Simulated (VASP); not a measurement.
**InP: single point with PBE**

InP:

```
In P
1.0
     0.00000    2.93050    2.93050
     2.93050    0.00000    2.93050
     2.93050    2.93050    0.00000
In P
1 1
Direct
  0.00000 0.00000 0.00000
  0.75000 0.75000 0.75000
```

| Property | Result |
| --- | --- |
| Program | VASP 6.6.1 |
| Task | single point |
| Functional | PBE |
| Potentials or basis | VASP PAW PBE potentials, release 64 (In_d, P) |
| Cutoff | 520 eV |
| k mesh | 4 × 4 × 4 |
| Occupations | fermi-dirac, width 0.02 eV |
| Spin | no spin polarisation |
| Dipole correction | no |
| Further INCAR settings | ALGO = Normal; EDIFF = 1e-06; NBANDS = 16 |

```
Pressure               : 3.5 GPa
Band gap on the k mesh : 0.70 eV, direct
```

Levels at points of the mesh, in eV from the valence-band top:
| k point | band 5 | band 6 | band 7 | band 8 | band 9 | band 10 | band 11 | band 12 | band 13 | band 14 |
| --- | --- | --- | --- | --- | --- | --- | --- | --- | --- | --- |
| (0.00, 0.00, 0.00) | -14.08 | -11.52 | 0.00 | 0.00 | 0.00 | 0.70 | 4.06 | 4.06 | 4.06 | 8.57 |
| (0.50, 0.00, 0.00) | -14.07 | -9.79 | -5.75 | -0.98 | -0.98 | 1.48 | 4.78 | 4.78 | 7.09 | 9.47 |
| (0.50, 0.50, 0.00) | -14.05 | -9.14 | -5.77 | -2.33 | -2.33 | 1.74 | 2.25 | 9.22 | 9.58 | 9.58 |

Run time: 4.7 s on 1 thread of Intel(R) Xeon(R) 6975P-C (Granite Rapids), with other jobs on the host, peak memory 0.17 GiB.

Caveat: the k points lie up to 0.46 Å⁻¹ apart; spin-orbit coupling is left out, which moves the levels of the heavy elements. A hybrid or GW would open this gap; PBE tends to underestimate it.
